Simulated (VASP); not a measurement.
Wanted: the native input for a VASP 6.6.1 run.

```
Task                   : single point
Functional             : PBE
Potentials or basis    : VASP PAW PBE potentials, release 64 (Na_pv, I)
Cutoff                 : 520 eV
k mesh                 : 6 × 6 × 6
Occupations            : fermi-dirac, width 0.02 eV
Spin                   : no spin polarisation
Dipole correction      : no
Further INCAR settings : ALGO = Normal; EDIFF = 1e-06; NBANDS = 14
```

The structure of NaI lies in POSCAR:

```
NaI
1.0
    0.0000000000      3.5059881216      3.5059881216
    3.5059881216      0.0000000000      3.5059881216
    3.5059881216      3.5059881216      0.0000000000
Na I
1 1
Direct
    0.0000000000      0.0000000000      0.0000000000
    0.2500000000      0.2500000000      0.2500000000
```

This cell differs from its parent crystal: strain -1.1%.

The input as run:

INCAR

```
SYSTEM = NaI
PREC     = Accurate       ! precision mode
ENCUT    = 520            ! plane-wave cutoff, eV
EDIFF    = 1E-6           ! SCF threshold, eV
ISMEAR   = -1             ! smearing method
SIGMA    = 0.02           ! smearing width, eV
LREAL    = .False.        ! projectors in reciprocal space
LASPH    = .True.         ! aspherical terms in the spheres
NELM     = 60             ! most SCF steps
ALGO     = Normal         ! electronic algorithm
ISIF     = 2              ! what is computed and relaxed
LWAVE    = .False.        ! write WAVECAR
LCHARG   = .False.        ! write CHGCAR
GGA      = PE             ! functional
NBANDS   = 14             ! bands
```

KPOINTS

```
Automatic mesh
0
Gamma
  6 6 6
  0 0 0
```

Potentials or basis: VASP PAW PBE potentials, release 64 (Na_pv, I).

Run with:

```console
$ cat potpaw_PBE.64/Na_pv/POTCAR potpaw_PBE.64/I/POTCAR > POTCAR
$ mpirun -np 1 vasp_std > vasp.out
```

It gave:

```json
{
 "Pressure": "0.8 GPa",
 "Band gap on the k mesh": "3.88 eV, direct"
}
```

Caveat: the cell differs from its parent crystal (strain -1.1%); spin-orbit coupling is left out, which moves the levels of the heavy elements.

Wall time 25 s on 1 thread of Intel(R) Xeon(R) Platinum 8488C (Sapphire Rapids), with other jobs on the host, peak memory 0.23 GiB.
